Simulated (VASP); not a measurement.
# PbSe (Pm-3m) in VASP: single point with PBEsol

Aim: the single point of PbSe with PBEsol.

Program: VASP 6.6.1. These are calculated values, not measurements. Logs are shortened: lines on timing, memory, paths and dates and some standing lists are left out, and cuts for length are marked.

### Step 1. The cell of the first run

It takes space group Pm-3m (No. 221, cubic). The conventional cell has a = 3.784 Å, b = 3.784 Å, c = 3.784 Å, α = 90.00°, β = 90.00°, γ = 90.00°. Pb (site symmetry m-3m) has 8 Se at 3.28 Å and 6 Pb at 3.78 Å within 4.3 Å. Within 4.3 Å of Se (site symmetry m-3m) lie 8 Pb at 3.28 Å and 6 Se at 3.78 Å.

### Step 2. Single point, PBEsol

INCAR

```
SYSTEM = PbSe
PREC     = Accurate       ! precision mode
ENCUT    = 520            ! plane-wave cutoff, eV
EDIFF    = 1E-6           ! SCF threshold, eV
ISMEAR   = -1             ! smearing method
SIGMA    = 0.01           ! smearing width, eV
LREAL    = .False.        ! projectors in reciprocal space
LASPH    = .True.         ! aspherical terms in the spheres
NELM     = 100            ! most SCF steps
ALGO     = Normal         ! electronic algorithm
ISIF     = 2              ! what is computed and relaxed
LWAVE    = .False.        ! write WAVECAR
LCHARG   = .True.         ! write CHGCAR
GGA      = PS             ! functional
LELF     = .True.         ! ELF
LVHAR    = .True.       
NBANDS   = 17             ! bands
```

KPOINTS

```
regular mesh
0
Gamma
  5 5 5
  0 0 0
```

POSCAR

```
PbSe
1.0
    3.7843200000      0.0000000000      0.0000000000
    0.0000000000      3.7843200000      0.0000000000
    0.0000000000      0.0000000000      3.7843200000
Pb Se
1 1
Direct
    0.0000000000      0.0000000000      0.0000000000
    0.5000000000      0.5000000000      0.5000000000
```

Potentials or basis: VASP PAW PBE potentials, release 64 (Pb_d, Se).

Launch:

```
> cat potpaw_PBE.64/Pb_d/POTCAR potpaw_PBE.64/Se/POTCAR > POTCAR
> mpirun -np 1 vasp_std > vasp.out
```

OUTCAR:

```text
SYSTEM = PbSe
   PREC = Accurate
   ENCUT = 520
   EDIFF = 1E-6
   ISMEAR = -1
   LREAL = .False.
   LASPH = .True.
   NELM = 100
   ISIF = 2
   GGA = PS

 ion  position               nearest neighbor table
   1  0.000  0.000  0.000-   2 3.28   2 3.28   2 3.28   2 3.28   2 3.28   2 3.28   2 3.28   2 3.28

   2  0.500  0.500  0.500-   1 3.28   1 3.28   1 3.28   1 3.28   1 3.28   1 3.28   1 3.28   1 3.28

  LATTYP: Found a simple cubic cell.
 ALAT       =     3.7843200000

  Lattice vectors:

 A1 = (   3.7843200000,   0.0000000000,   0.0000000000)
 A2 = (   0.0000000000,   3.7843200000,   0.0000000000)
 A3 = (   0.0000000000,   0.0000000000,   3.7843200000)

Analysis of symmetry for initial positions (statically):
=====================================================================
 Subroutine PRICEL returns:
 Original cell was already a primitive cell.

 Routine SETGRP: Setting up the symmetry group for a
 simple cubic supercell.

 Subroutine GETGRP returns: Found 48 space group operations
 (whereof 48 operations were pure point group operations)
 out of a pool of 48 trial point group operations.

The static configuration has the point symmetry O_h .

Analysis of symmetry for dynamics (positions and initial velocities):
=====================================================================
 Subroutine PRICEL returns:
 Original cell was already a primitive cell.

 Routine SETGRP: Setting up the symmetry group for a
 simple cubic supercell.

 Subroutine GETGRP returns: Found 48 space group operations
 (whereof 48 operations were pure point group operations)
 out of a pool of 48 trial point group operations.

The dynamic configuration has the point symmetry O_h .

 Subroutine INISYM returns: Found 48 space group operations
 (whereof 48 operations are pure point group operations),
 and found     1 'primitive' translations

----------------------------------------------------------------------------------------

                                     Primitive cell

  volume of cell :      54.1955

  direct lattice vectors                    reciprocal lattice vectors
     3.784320000  0.000000000  0.000000000     0.264248267  0.000000000  0.000000000
     0.000000000  3.784320000  0.000000000     0.000000000  0.264248267  0.000000000
     0.000000000  0.000000000  3.784320000     0.000000000  0.000000000  0.264248267

  length of vectors
     3.784320000  3.784320000  3.784320000     0.264248267  0.264248267  0.264248267

  position of ions in fractional coordinates (direct lattice)
[... 8 lines left out ...]
----------------------------------------------------------------------------------------

 KPOINTS: regular mesh

Automatic generation of k-mesh.
 Grid dimensions read from file:
 generate k-points for:    5    5    5

 Generating k-lattice:

  Cartesian coordinates                     Fractional coordinates (reciprocal lattice)
     0.052849653  0.000000000  0.000000000     0.200000000  0.000000000  0.000000000
     0.000000000  0.052849653  0.000000000     0.000000000  0.200000000  0.000000000
     0.000000000  0.000000000  0.052849653     0.000000000  0.000000000  0.200000000

  Length of vectors
     0.052849653  0.052849653  0.052849653

  Shift w.r.t. Gamma in fractional coordinates (k-lattice)
     0.000000000  0.000000000  0.000000000

 Subroutine IBZKPT returns following result:
 ===========================================

 Found     10 irreducible k-points:

 Following reciprocal coordinates:
            Coordinates               Weight
  0.000000  0.000000  0.000000      1.000000
  0.200000  0.000000  0.000000      6.000000
  0.400000  0.000000  0.000000      6.000000
  0.200000  0.200000  0.000000     12.000000
  0.400000  0.200000  0.000000     24.000000
  0.400000  0.400000  0.000000     12.000000
  0.200000  0.200000  0.200000      8.000000
  0.400000  0.200000  0.200000     24.000000
  0.400000  0.400000  0.200000     24.000000
  0.400000  0.400000  0.400000      8.000000
   k-points           NKPTS =     10   k-points in BZ     NKDIM =     10   number of bands    NBANDS=     17
   number of dos      NEDOS =    301   number of ions     NIONS =      2
   total plane-waves  NPLWV =  21952
   dimension x,y,z NGX =    28 NGY =   28 NGZ =   28
   dimension x,y,z NGXF=    56 NGYF=   56 NGZF=   56
   ions per type =               1   1
   NGX,Y,Z   is equivalent  to a cutoff of  12.30, 12.30, 12.30 a.u.
   NGXF,Y,Z  is equivalent  to a cutoff of  24.60, 24.60, 24.60 a.u.
 SYSTEM =  PbSe
   PREC   = accura    normal or accurate (medium, high low for compatibility)
   ISTART =      0    job   : 0-new  1-cont  2-samecut
   ICHARG =      2    charge: 1-file 2-atom 10-const
   ISPIN  =      1    spin polarized calculation?
   LNONCOLLINEAR =      F non collinear calculations
   LSORBIT =      F    spin-orbit coupling
   LASPH  =      T    aspherical Exc in radial PAW
   ENCUT  =  520.0 eV  38.22 Ry    6.18 a.u.   7.04  7.04  7.04*2*pi/ulx,y,z
   NELM   =    100;   NELMIN=  2; NELMDL= -5     # of ELM steps
   EDIFF  = 0.1E-05   stopping-criterion for ELM
   LREAL  =      F    real-space projection
   EDIFFG = 0.1E-04   stopping-criterion for IOM
   NSW    =      0    number of steps for IOM
   IBRION =     -1    ionic relax: 0-MD 1-quasi-New 2-CG
   NFREE  =      0    steps in history (QN), initial steepest desc. (CG)
   ISIF   =      2    stress and relaxation
   ISYM   =      2    0-nonsym 1-usesym 2-fastsym
   POTIM  = 0.5000    time-step for ionic-motion
   TEBEG  =    0.0;   TEEND  =   0.0 temperature during run
   PSTRESS=    0.0 pullay stress
   NELECT =      20.0000    total number of electrons
   NUPDOWN=      -1.0000    fix difference up-down
   EMIN   =  10.00;   EMAX   =-10.00  energy-range for DOS
   EFERMI =   0.00;   METHOD = LEGACY
   ISMEAR =    -1;   SIGMA  =   0.01  broadening in eV -4-tet -1-fermi 0-gaus
   EFERMI_NEDOS =   21; number of points for ismear=-14 and -15
   IALGO  =     38    algorithm
   IMIX   =      4    mixing-type and parameters
     AMIX     =   0.40;   BMIX     =  1.00
     AMIX_MAG =   1.60;   BMIX_MAG =  1.00
  volume/ion in A,a.u.               =      27.10       182.86
  Fermi-wavevector in a.u.,A,eV,Ry     =   1.174258  2.219026 18.760837  1.378883
  Thomas-Fermi vector in A             =   2.310658
   LORBIT       =      0    0 simple, 1 ext, 2 COOP (PROOUT), +10 PAW based schemes
   GGA     = PS    functional components
   LHFCALC =     F    Hartree Fock is set to
   AEXX    =    0.0000 exact exchange contribution
   IVDW    =     0    specifies the selected vdW correction
   LEPSILON=     F    determine dielectric tensor
   LRPA    =     F    only Hartree local field effects (RPA)
 non-spin polarized calculation
  energy-cutoff  :      520.00
  volume of cell :       54.20
 maximum number of plane-waves:      1472
   NGX = 15   NGY = 15   NGZ = 15

 number of electron      20.0000009 magnetization

 Free energy of the ion-electron system (eV)
  ---------------------------------------------------
  ext. energy  EPLUGINS =         0.00000000
  ---------------------------------------------------
  free energy    TOTEN  =        -8.44786890 eV

  energy without entropy =       -8.44785162  energy(sigma->0) =       -8.44786026

 E-fermi :   5.2573     XC(G=0): -10.1155

 val. band max:        5.1815936233   @ k =   0.4000   0.4000   0.0000
 cond. band min:       5.3358420482   @ k =   0.4000   0.4000   0.4000
 fundamental gap:      0.1542484249
 Fermi energy:         5.2572853241

 k-point     1 :       0.0000    0.0000    0.0000
  band No.  band energies     occupation
      1     -11.7065      2.00000
      2     -11.7065      2.00000
      3     -11.5544      2.00000
      4     -11.5544      2.00000
      5     -11.5544      2.00000
      6      -7.9861      2.00000
[... 9 lines left out ...]
     16      16.3460      0.00000
     17      18.0042      0.00000

 k-point     2 :       0.2000    0.0000    0.0000
  band No.  band energies     occupation
      1     -11.7041      2.00000
      2     -11.6661      2.00000
      3     -11.5693      2.00000
      4     -11.5693      2.00000
      5     -11.5531      2.00000
      6      -7.6973      2.00000
[... 9 lines left out ...]
     16      16.2019      0.00000
     17      17.3106      0.00000

 k-point     3 :       0.4000    0.0000    0.0000
  band No.  band energies     occupation
      1     -11.7003      2.00000
      2     -11.6012      2.00000
      3     -11.5932      2.00000
      4     -11.5932      2.00000
      5     -11.5509      2.00000
      6      -7.0561      2.00000
[... 9 lines left out ...]
     16      16.5319      0.00000
     17      18.1832      0.00000

 k-point     4 :       0.2000    0.2000    0.0000
  band No.  band energies     occupation
      1     -11.6834      2.00000
      2     -11.6432      2.00000
      3     -11.5903      2.00000
      4     -11.5685      2.00000
      5     -11.5663      2.00000
      6      -7.4208      2.00000
[... 9 lines left out ...]
     16      14.9250      0.00000
     17      15.7320      0.00000

 k-point     5 :       0.4000    0.2000    0.0000
  band No.  band energies     occupation
      1     -11.6737      2.00000
      2     -11.6235      2.00000
      3     -11.5905      2.00000
      4     -11.5826      2.00000
      5     -11.5644      2.00000
      6      -6.8322      2.00000
[... 9 lines left out ...]
     16      15.7174      0.00000
     17      16.5334      0.00000

 k-point     6 :       0.4000    0.4000    0.0000
  band No.  band energies     occupation
      1     -11.6705      2.00000
      2     -11.6485      2.00000
      3     -11.5864      2.00000
      4     -11.5856      2.00000
      5     -11.5347      2.00000
      6      -6.4095      2.00000
[... 9 lines left out ...]
     16      14.4576      0.00000
     17      15.2742      0.00000

 k-point     7 :       0.2000    0.2000    0.2000
  band No.  band energies     occupation
      1     -11.6413      2.00000
      2     -11.6413      2.00000
      3     -11.5939      2.00000
      4     -11.5828      2.00000
      5     -11.5828      2.00000
      6      -7.1657      2.00000
[... 9 lines left out ...]
     16      16.5988      0.00000
     17      16.7415      0.00000

 k-point     8 :       0.4000    0.2000    0.2000
  band No.  band energies     occupation
      1     -11.6380      2.00000
      2     -11.6245      2.00000
      3     -11.6094      2.00000
      4     -11.5812      2.00000
      5     -11.5723      2.00000
      6      -6.6447      2.00000
[... 9 lines left out ...]
     16      14.9406      0.00000
     17      16.9280      0.00000

 k-point     9 :       0.4000    0.4000    0.2000
  band No.  band energies     occupation
      1     -11.6592      2.00000
      2     -11.6075      2.00000
      3     -11.6052      2.00000
      4     -11.6036      2.00000
      5     -11.5336      2.00000
      6      -6.2999      2.00000
[... 9 lines left out ...]
     16      16.0666      0.00000
     17      17.7539      0.00000

 k-point    10 :       0.4000    0.4000    0.4000
  band No.  band energies     occupation
      1     -11.6444      2.00000
      2     -11.6364      2.00000
      3     -11.6364      2.00000
      4     -11.5319      2.00000
      5     -11.5319      2.00000
      6      -6.1071      2.00000
[... 9 lines left out ...]
     16      17.6142      0.00000
     17      21.3385      0.00000

------------------------ aborting loop because EDIFF is reached ----------------------------------------

  FORCE on cell =-STRESS in cart. coord.  units (eV):
  Direction    XX          YY          ZZ          XY          YZ          ZX
  --------------------------------------------------------------------------------------
  -------------------------------------------------------------------------------------
  Total       -0.9236742     -0.9236742     -0.9236742      0.0000000      0.0000000      0.0000000
  in kB      -27.3064884    -27.3064884    -27.3064884      0.0000000      0.0000000      0.0000000
  external PRESSURE =     -27.3064884 kB  Pullay stress =       0.0000000 kB

 VOLUME and BASIS-vectors are now :
 -----------------------------------------------------------------------------
  energy-cutoff  :      520.00
  volume of cell :       54.20
      direct lattice vectors                 reciprocal lattice vectors
     3.784320000  0.000000000  0.000000000     0.264248267  0.000000000  0.000000000
     0.000000000  3.784320000  0.000000000     0.000000000  0.264248267  0.000000000
     0.000000000  0.000000000  3.784320000     0.000000000  0.000000000  0.264248267

 POSITION                                       TOTAL-FORCE (eV/Angst)
 -----------------------------------------------------------------------------------
      0.00000      0.00000      0.00000         0.000000      0.000000      0.000000
      1.89216      1.89216      1.89216         0.000000      0.000000      0.000000
 -----------------------------------------------------------------------------------
    total drift:                               -0.000000      0.000000      0.000000

  FREE ENERGIE OF THE ION-ELECTRON SYSTEM (eV)
  ---------------------------------------------------
  free  energy   TOTEN  =        -8.4478689044 eV

  energy  without entropy=       -8.4478516150  energy(sigma->0) =       -8.44786026
```

Wall time 14 s (1 thread of AMD EPYC 7R13 (Zen 3), shared host); peak memory 0.12 GiB.

Results:

| Property | Result |
| --- | --- |
| Free energy | -8.4479 eV |
| Pressure | -2.7 GPa |
| Band gap on the k mesh | 0.15 eV, indirect (least direct gap 1.33 eV) |

Levels at points of the mesh, in eV from the valence-band top:
```
           k point  band 8  band 9  band 10  band 11  band 12  band 13
(0.00, 0.00, 0.00)   -1.45   -1.45    -1.45     5.06     5.06     6.04
```

Caveat: the PAW data sets were made with another functional, which shifts forces and pressure a little; spin-orbit coupling is left out, which moves the levels of the heavy elements. A k mesh can miss the band edges.
